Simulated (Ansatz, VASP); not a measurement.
Si7Ge: VASP beside Ansatz

```
CELL_PARAMETERS angstrom
0.00040 5.45958 5.45903
5.45958 0.00040 5.45903
5.45998 5.45998 0.00000
ATOMIC_POSITIONS crystal
Ge 0.37502 0.37502 0.37498
Ge 0.37502 0.37502 0.87498
Si 0.37503 0.87493 0.37502
Si 0.37503 0.87493 0.87502
Si 0.87493 0.37503 0.37502
Si 0.87493 0.37503 0.87502
Si 0.87498 0.87498 0.37502
Si 0.87498 0.87498 0.87502
Si 0.24729 0.24729 0.25271
Si 0.24729 0.24729 0.75271
Si 0.24853 0.75411 0.24868
Si 0.24853 0.75411 0.74868
Si 0.75411 0.24853 0.24868
Si 0.75411 0.24853 0.74868
Si 0.75010 0.75010 0.24990
Si 0.75010 0.75010 0.74990
```

Alike in both runs: functional PBEsol; k mesh 6 × 6 × 6; occupations gaussian, width 0.02 eV; no spin polarisation.

Ansatz relaxed the structure, and its values are those at the end. VASP's run is a single point on that final structure, the one shown.

|  | VASP | Ansatz |
| --- | --- | --- |
| version | VASP 6.6.1 | Ansatz 0.2.0 |
| potentials or method | VASP PAW PBE potentials, release 64 (Ge_d, Si), cutoff 520 eV | scalar-relativistic, plane waves, PAW |
| valence electrons in the cell | 84 | 84 |

Ansatz gave:

```
gap on the k mesh at the Fermi level (eV) : 0.37
least direct gap on the mesh (eV)         : 0.37
pressure (GPa)                            : 0.0
rms of the force components (eV/Å)        : 0.002
```

Problem. What did VASP give for the same quantities?

Solution. gap on the k mesh at the Fermi level (eV): 0.37; least direct gap on the mesh (eV): 0.37; pressure (GPa): 0.1; rms of the force components (eV/Å): 0.004.

VASP's potentials were made for PBE, not for PBEsol. With one functional, cell and mesh, what is left measures potentials, basis and numerics.
